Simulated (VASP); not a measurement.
# TmZnS3 (P4/mmm) in VASP: relaxation of cell and atoms with PBE

Aim: the relaxation of cell and atoms of TmZnS3 with PBE.

Program: VASP 6.6.1. These are calculated values, not measurements. Logs are shortened: lines on timing, memory, paths and dates and some standing lists are left out, and cuts for length are marked.

### 1 The cell of the first run

It takes space group P4/mmm (No. 123, tetragonal). The conventional cell has a = 3.666 Å, b = 3.666 Å, c = 7.894 Å, α = 90.00°, β = 90.00°, γ = 90.00°. Tm (site symmetry 4/mmm) has 6 S at 2.59 to 2.67 Å within 3.4 Å. Within 4.0 Å of Zn (site symmetry 4/mmm) lie 10 S at 2.89 to 3.95 Å and 4 Zn at 3.67 Å. Within 3.4 Å of S (site symmetry 4mm) lie 1 S at 2.55 Å and 1 Tm at 2.67 Å and 4 Zn at 2.89 Å. Within 3.4 Å of S (site symmetry 4/mmm) lie 4 Tm at 2.59 Å.

The cell was built from a structure type or drawn by symmetry, and may not be a known phase.

### 2 Relaxation of cell and atoms, PBE

Contents of INCAR:

```
ALGO = Normal
EDIFF = 1E-7
EDIFFG = -0.01
ENCUT = 500
GGA = PE
GGA_COMPAT = False
IBRION = 2
ISIF = 3
ISMEAR = 0
LASPH = True
LCHARG = False
LMAXMIX = 6
LREAL = False
LWAVE = False
NELM = 200
NELMIN = 4
NSW = 100
PREC = Accurate
SIGMA = 0.1
```

Contents of KPOINTS:

```
k-points
0
Gamma
  10 10 6
```

Contents of POSCAR:

```
TmZnS3
1.0
    3.6663741799      0.0000000000      0.0000000000
    0.0000000000      3.6663741799      0.0000000000
    0.0000000000      0.0000000000      7.8937548236
Tm Zn S
1 1 3
Direct
    0.0000000000      0.0000000000      0.5000000000
    0.5000000000      0.5000000000      0.0000000000
    0.0000000000      0.0000000000      0.1618329888
    0.0000000000      0.0000000000      0.8381670112
    0.5000000000      0.5000000000      0.5000000000
```

Potentials or basis: VASP PAW PBE potentials, release 64 (Tm_3, Zn, S), 4f in core.

Run with:

```sh
$ cat potpaw_PBE.64/Tm_3/POTCAR potpaw_PBE.64/Zn/POTCAR potpaw_PBE.64/S/POTCAR > POTCAR
$ mpirun -np 1 vasp_std > vasp.out
```

OUTCAR:

```text
EDIFF = 1E-7
   EDIFFG = -0.01
   ENCUT = 500
   GGA = PE
   IBRION = 2
   ISIF = 3
   ISMEAR = 0
   LASPH = True
   LREAL = False
   NELM = 200
   NELMIN = 4
   NSW = 100
   PREC = Accurate

 ion  position               nearest neighbor table
   1  0.000  0.000  0.500-   5 2.59   5 2.59   5 2.59   5 2.59   3 2.67   4 2.67
   2  0.500  0.500  0.000-   3 2.89   4 2.89   3 2.89   4 2.89   3 2.89   4 2.89   3 2.89   4 2.89

   3  0.000  0.000  0.162-   4 2.55   1 2.67   2 2.89   2 2.89   2 2.89   2 2.89
   4  0.000  0.000  0.838-   3 2.55   1 2.67   2 2.89   2 2.89   2 2.89   2 2.89
   5  0.500  0.500  0.500-   1 2.59   1 2.59   1 2.59   1 2.59

  LATTYP: Found a simple tetragonal cell.
 ALAT       =     3.6663741799
 C/A-ratio  =     2.1530139686

  Lattice vectors:

 A1 = (   3.6663741799,   0.0000000000,   0.0000000000)
 A2 = (   0.0000000000,   3.6663741799,   0.0000000000)
 A3 = (   0.0000000000,   0.0000000000,   7.8937548236)

Analysis of symmetry for initial positions (statically):
=====================================================================
 Subroutine PRICEL returns:
 Original cell was already a primitive cell.

 Routine SETGRP: Setting up the symmetry group for a
 simple tetragonal supercell.

 Subroutine GETGRP returns: Found 16 space group operations
 (whereof 16 operations were pure point group operations)
 out of a pool of 16 trial point group operations.

The static configuration has the point symmetry D_4h.

Analysis of symmetry for dynamics (positions and initial velocities):
=====================================================================
 Subroutine PRICEL returns:
 Original cell was already a primitive cell.

 Routine SETGRP: Setting up the symmetry group for a
 simple tetragonal supercell.

 Subroutine GETGRP returns: Found 16 space group operations
 (whereof 16 operations were pure point group operations)
 out of a pool of 16 trial point group operations.

The dynamic configuration has the point symmetry D_4h.

 Subroutine INISYM returns: Found 16 space group operations
 (whereof 16 operations are pure point group operations),
 and found     1 'primitive' translations

----------------------------------------------------------------------------------------

                                     Primitive cell

  volume of cell :     106.1102

  direct lattice vectors                    reciprocal lattice vectors
     3.666374180  0.000000000  0.000000000     0.272749030  0.000000000  0.000000000
     0.000000000  3.666374180  0.000000000     0.000000000  0.272749030  0.000000000
     0.000000000  0.000000000  7.893754824     0.000000000  0.000000000  0.126682425

  length of vectors
     3.666374180  3.666374180  7.893754824     0.272749030  0.272749030  0.126682425

  position of ions in fractional coordinates (direct lattice)
     0.000000000  0.000000000  0.500000000
     0.500000000  0.500000000  0.000000000
     0.000000000  0.000000000  0.161832989
     0.000000000  0.000000000  0.838167011
     0.500000000  0.500000000  0.500000000

  ion indices of the primitive-cell ions
   primitive index   ion index
                 1           1
                 2           2
                 3           3
                 4           4
                 5           5

----------------------------------------------------------------------------------------

 KPOINTS: k-points

Automatic generation of k-mesh.
 Grid dimensions read from file:
 generate k-points for:   10   10    6

 Generating k-lattice:

  Cartesian coordinates                     Fractional coordinates (reciprocal lattice)
     0.027274903  0.000000000  0.000000000     0.100000000  0.000000000  0.000000000
     0.000000000  0.027274903  0.000000000     0.000000000  0.100000000  0.000000000
     0.000000000  0.000000000  0.021113737     0.000000000  0.000000000  0.166666667

  Length of vectors
     0.027274903  0.027274903  0.021113737

  Shift w.r.t. Gamma in fractional coordinates (k-lattice)
     0.000000000  0.000000000  0.000000000

 Subroutine IBZKPT returns following result:
 ===========================================

 Found     84 irreducible k-points:

 Following reciprocal coordinates:
            Coordinates               Weight
  0.000000  0.000000  0.000000      1.000000
  0.100000  0.000000  0.000000      4.000000
  0.200000  0.000000  0.000000      4.000000
  0.300000  0.000000  0.000000      4.000000
  0.400000  0.000000  0.000000      4.000000
  0.500000  0.000000  0.000000      2.000000
[... 16 lines left out ...]
  0.100000  0.000000  0.166667      8.000000
  0.200000  0.000000  0.166667      8.000000
 [... further k-points ...]
   k-points           NKPTS =     84   k-points in BZ     NKDIM =     84   number of bands    NBANDS=     23
   number of dos      NEDOS =    301   number of ions     NIONS =      5
   total plane-waves  NPLWV =  47040
   dimension x,y,z NGX =    28 NGY =   28 NGZ =   60
   dimension x,y,z NGXF=    56 NGYF=   56 NGZF=  120
   ions per type =               1   1   3
   NGX,Y,Z   is equivalent  to a cutoff of  12.70, 12.70, 12.64 a.u.
   NGXF,Y,Z  is equivalent  to a cutoff of  25.39, 25.39, 25.27 a.u.
 SYSTEM =  unknown system
   PREC   = accura    normal or accurate (medium, high low for compatibility)
   ISTART =      0    job   : 0-new  1-cont  2-samecut
   ICHARG =      2    charge: 1-file 2-atom 10-const
   ISPIN  =      1    spin polarized calculation?
   LNONCOLLINEAR =      F non collinear calculations
   LSORBIT =      F    spin-orbit coupling
   LASPH  =      T    aspherical Exc in radial PAW
   ENCUT  =  500.0 eV  36.75 Ry    6.06 a.u.   6.68  6.68 14.39*2*pi/ulx,y,z
   NELM   =    200;   NELMIN=  4; NELMDL= -5     # of ELM steps
   EDIFF  = 0.1E-06   stopping-criterion for ELM
   LREAL  =      F    real-space projection
   EDIFFG = -.1E-01   stopping-criterion for IOM
   NSW    =    100    number of steps for IOM
   IBRION =      2    ionic relax: 0-MD 1-quasi-New 2-CG
   NFREE  =      1    steps in history (QN), initial steepest desc. (CG)
   ISIF   =      3    stress and relaxation
   ISYM   =      2    0-nonsym 1-usesym 2-fastsym
   POTIM  = 0.5000    time-step for ionic-motion
   TEBEG  =    0.0;   TEEND  =   0.0 temperature during run
   PSTRESS=    0.0 pullay stress
   NELECT =      39.0000    total number of electrons
   NUPDOWN=      -1.0000    fix difference up-down
   EMIN   =  10.00;   EMAX   =-10.00  energy-range for DOS
   EFERMI =   0.00;   METHOD = LEGACY
   ISMEAR =     0;   SIGMA  =   0.10  broadening in eV -4-tet -1-fermi 0-gaus
   EFERMI_NEDOS =   21; number of points for ismear=-14 and -15
   IALGO  =     38    algorithm
   IMIX   =      4    mixing-type and parameters
     AMIX     =   0.40;   BMIX     =  1.00
     AMIX_MAG =   1.60;   BMIX_MAG =  1.00
  volume/ion in A,a.u.               =      21.22       143.21
  Fermi-wavevector in a.u.,A,eV,Ry     =   1.172674  2.216033 18.710247  1.375164
  Thomas-Fermi vector in A             =   2.309099
   LORBIT       =      0    0 simple, 1 ext, 2 COOP (PROOUT), +10 PAW based schemes
   GGA     = PE    functional components
   LHFCALC =     F    Hartree Fock is set to
   AEXX    =    0.0000 exact exchange contribution
   IVDW    =     0    specifies the selected vdW correction
   LEPSILON=     F    determine dielectric tensor
   LRPA    =     F    only Hartree local field effects (RPA)
 conjugate gradient relaxation of ions
 non-spin polarized calculation
 Gauss-broadening in eV      SIGMA  =   0.10
  energy-cutoff  :      500.00
  volume of cell :      106.11
 maximum number of plane-waves:      2724
 NGX is ok and might be reduce to    28
   NGX = 13   NGY = 13   NGZ = 29

--------------------------------------- Ionic step        1  -------------------------------------------

 number of electron      39.0000001 magnetization

 Free energy of the ion-electron system (eV)
  ---------------------------------------------------
  ext. energy  EPLUGINS =         0.00000000
  ---------------------------------------------------
  free energy    TOTEN  =       -21.31824914 eV

  energy without entropy =      -21.30859909  energy(sigma->0) =      -21.31342412

------------------------ aborting loop because EDIFF is reached ----------------------------------------

  FORCE on cell =-STRESS in cart. coord.  units (eV):
  Direction    XX          YY          ZZ          XY          YZ          ZX
  --------------------------------------------------------------------------------------
  -------------------------------------------------------------------------------------
  Total        0.2329823      0.2329823      0.7265351      0.0000000      0.0000000     -0.0000000
  in kB        3.5178417      3.5178417     10.9700839      0.0000000      0.0000000     -0.0000000
  external PRESSURE =       6.0019225 kB  Pullay stress =       0.0000000 kB

 VOLUME and BASIS-vectors are now :
 -----------------------------------------------------------------------------
  energy-cutoff  :      500.00
  volume of cell :      106.11
      direct lattice vectors                 reciprocal lattice vectors
     3.666374180  0.000000000  0.000000000     0.272749030  0.000000000  0.000000000
     0.000000000  3.666374180  0.000000000     0.000000000  0.272749030  0.000000000
     0.000000000  0.000000000  7.893754824     0.000000000  0.000000000  0.126682425
[... 79 lines left out ...]
 POSITION                                       TOTAL-FORCE (eV/Angst)
 -----------------------------------------------------------------------------------
      0.00000      0.00000      3.96875         0.000000     -0.000000      0.000000
      1.83645      1.83645     -0.00000         0.000000     -0.000000      0.000000
      0.00000      0.00000      1.28526        -0.000000      0.000000      0.010289
      0.00000      0.00000      6.65224        -0.000000     -0.000000     -0.010289
      1.83645      1.83645      3.96875         0.000000     -0.000000      0.000000
 -----------------------------------------------------------------------------------
    total drift:                                0.000000      0.000000      0.000000

  FREE ENERGIE OF THE ION-ELECTRON SYSTEM (eV)
  ---------------------------------------------------
  free  energy   TOTEN  =       -21.3206675064 eV

  energy  without entropy=      -21.3110466883  energy(sigma->0) =      -21.31585710

--------------------------------------- Ionic step        4  -------------------------------------------

 number of electron      39.0000013 magnetization

 Free energy of the ion-electron system (eV)
  ---------------------------------------------------
  ext. energy  EPLUGINS =         0.00000000
  ---------------------------------------------------
  free energy    TOTEN  =       -21.32069560 eV

  energy without entropy =      -21.31110288  energy(sigma->0) =      -21.31589924

 E-fermi :   3.1793     XC(G=0):  -9.8363

 val. band max:        3.1746266275   @ k =   0.0000   0.0000   0.3333
 cond. band min:       3.1856234039   @ k =   0.2000   0.0000   0.3333
 fundamental gap:      0.0109967763
 Fermi energy:         3.1792582307

 k-point     1 :       0.0000    0.0000    0.0000
  band No.  band energies     occupation
      1     -21.5901      2.00000
      2     -21.5901      2.00000
      3     -21.5896      2.00000
      4     -10.2019      2.00000
      5      -9.6248      2.00000
      6      -8.0607      2.00000
[... 15 lines left out ...]
     22       3.9036      0.00000
     23       6.2421      0.00000
[... 575 lines left out ...]
      1     -21.6915      2.00000
      2     -21.5821      2.00000
      3     -21.5780      2.00000
      4      -9.8978      2.00000
      5      -9.3994      2.00000
      6      -7.9800      2.00000
[... 15 lines left out ...]
     22       4.6023      0.00000
     23       7.2306      0.00000

 [... further k-points ...]
[... 5 lines left out ...]
  --------------------------------------------------------------------------------------
  -------------------------------------------------------------------------------------
  Total        0.0103408      0.0103408     -0.0019521      0.0000000     -0.0000000     -0.0000000
  in kB        0.1548089      0.1548089     -0.0292248      0.0000000     -0.0000000     -0.0000000
  external PRESSURE =       0.0934643 kB  Pullay stress =       0.0000000 kB

 VOLUME and BASIS-vectors are now :
 -----------------------------------------------------------------------------
  energy-cutoff  :      500.00
  volume of cell :      107.02
      direct lattice vectors                 reciprocal lattice vectors
     3.671297852 -0.000000000 -0.000000000     0.272383239  0.000000000  0.000000000
    -0.000000000  3.671297852 -0.000000000     0.000000000  0.272383239 -0.000000000
    -0.000000000  0.000000000  7.940200274     0.000000000  0.000000000  0.125941408

 POSITION                                       TOTAL-FORCE (eV/Angst)
 -----------------------------------------------------------------------------------
     -0.00000      0.00000      3.97010        -0.000000     -0.000000      0.000000
      1.83565      1.83565     -0.00000        -0.000000     -0.000000      0.000000
      3.67130      3.67130      1.28619        -0.000000      0.000000      0.003578
      3.67130      0.00000      6.65402         0.000000     -0.000000     -0.003578
      1.83565      1.83565      3.97010        -0.000000     -0.000000      0.000000
 -----------------------------------------------------------------------------------
    total drift:                                0.000000      0.000000     -0.000000

  FREE ENERGIE OF THE ION-ELECTRON SYSTEM (eV)
  ---------------------------------------------------
  free  energy   TOTEN  =       -21.3206955995 eV

  energy  without entropy=      -21.3111028780  energy(sigma->0) =      -21.31589924

 reached required accuracy - stopping structural energy minimisation
```

Wall time 3.7 min (1 thread of Intel Xeon 6975P-C (Granite Rapids), shared host); peak memory 0.35 GiB.

What came out:

```
Free energy                           : -21.3207 eV
Relaxed volume                        : 21.40 Å³/atom
Relaxed cell                          : a = 3.671 Å, b = 3.671 Å, c = 7.940 Å, α = 90.00°, β = 90.00°, γ = 90.00°
Space group after relaxing (to 0.1 Å) : P4/mmm (No. 123)
Energy gained by relaxing             : 0.5 meV/atom
Ionic steps                           : 4
Pressure after relaxing               : 0.0 GPa
Largest force after relaxing          : 0.004 eV/Å
Band gap on the k mesh                : zero (an odd number of electrons rules out a gap without spin polarisation)
```

Forces in eV/Å, atoms in the order of the input:
```
Tm   0.000  0.000  0.000
Zn   0.000  0.000  0.000
S    0.000  0.000  0.004
S    0.000  0.000 -0.004
S    0.000  0.000  0.000
```

Step by step:
```csv
step,energy change (eV),largest force (eV/Å),pressure (GPa),volume (Å³)
1,0.0000,0.0186,0.60,106.11
2,-0.0023,0.0077,-0.19,107.33
3,-0.0024,0.0103,-0.03,107.08
4,-0.0024,0.0036,0.01,107.02
```

Final structure:
```yaml
crystal:
  lattice:
    - [3.67130, 0.00000, 0.00000]
    - [0.00000, 3.67130, 0.00000]
    - [0.00000, 0.00000, 7.94020]
  atoms:
    - { symbol: Tm, position: [0.00000, 0.00000, 0.50000] }
    - { symbol: Zn, position: [0.50000, 0.50000, 0.00000] }
    - { symbol: S, position: [0.00000, 0.00000, 0.16198] }
    - { symbol: S, position: [0.00000, 0.00000, 0.83802] }
    - { symbol: S, position: [0.50000, 0.50000, 0.50000] }
```

Levels at points of the mesh, in eV from the Fermi level:
```tsv
k point	band 17	band 18	band 19	band 20	band 21	band 22
(0.00, 0.00, 0.00)	-1.30	-0.26	-0.26	-0.12	-0.10	0.72
(0.50, 0.00, 0.00)	-1.19	-0.77	-0.04	0.56	2.64	4.42
(0.50, 0.50, 0.00)	-1.95	-1.95	-1.79	-0.87	0.92	2.56
(0.00, 0.00, 0.50)	-1.65	-1.13	-0.10	0.08	0.08	0.34
(0.50, 0.00, 0.50)	-2.51	-0.88	-0.66	0.15	2.72	4.24
(0.50, 0.50, 0.50)	-1.98	-1.27	-1.27	-0.55	-0.47	1.55
```

Caveat: spin-orbit coupling is left out, which moves the levels of the heavy elements; the 4f electrons are frozen in the core, so they carry no moment and show no levels; the run has no spin polarisation, though such a crystal can be magnetic. With open d or f shells a metallic result of PBE can be an artefact of self-interaction; +U or a hybrid may open a gap.
